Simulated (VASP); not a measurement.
Here is a VASP 6.6.1 calculation.

The input POSCAR:

```
Al
1.0
    0.0000000000      3.0920491545      3.0920491545
    3.0920491545      0.0000000000      3.0920491545
    3.0920491545      3.0920491545      0.0000000000
Al
2
Direct
    0.1250000000      0.1250000000      0.1250000000
    0.8750000000      0.8750000000      0.8750000000
```

The input INCAR.step1:

```
PREC = Accurate
ENCUT = 520
ISMEAR = -1
SIGMA = 0.1
LREAL = False
LASPH = True
NELM = 80
NBANDS = 10
GGA = PE
ALGO = Normal
EDIFF = 1E-4
LWAVE = True
LCHARG = False
```

INCAR.step2

```
PREC = Accurate
ENCUT = 520
EDIFF = 1E-6
ISMEAR = -1
SIGMA = 0.1
LREAL = False
LASPH = True
NELM = 80
ALGO = Normal
ISIF = 2
LWAVE = False
LCHARG = False
METAGGA = R2SCAN
LMIXTAU = True
NBANDS = 10
ISTART = 1
```

The input KPOINTS:

```
Automatic mesh
0
Gamma
  10 10 10
```

Potentials or basis: VASP PAW PBE potentials, release 64 (Al).

Launch:

```sh
$ cat potpaw_PBE.64/Al/POTCAR > POTCAR
$ cp INCAR.step1 INCAR
$ mpirun -np 1 vasp_std > vasp.out
$ cp INCAR.step2 INCAR
$ mpirun -np 1 vasp_std > vasp.out
```

(1) Estimate the band gap on the k mesh.

(2) What does it give for the pressure?

## Answers

(1) zero (band 3 reaches 4.41 eV, above the bottom of band 4 at 1.05 eV).

(2) -2.8 GPa.

Caveat: the PAW data sets were made with another functional, which shifts forces and pressure a little.
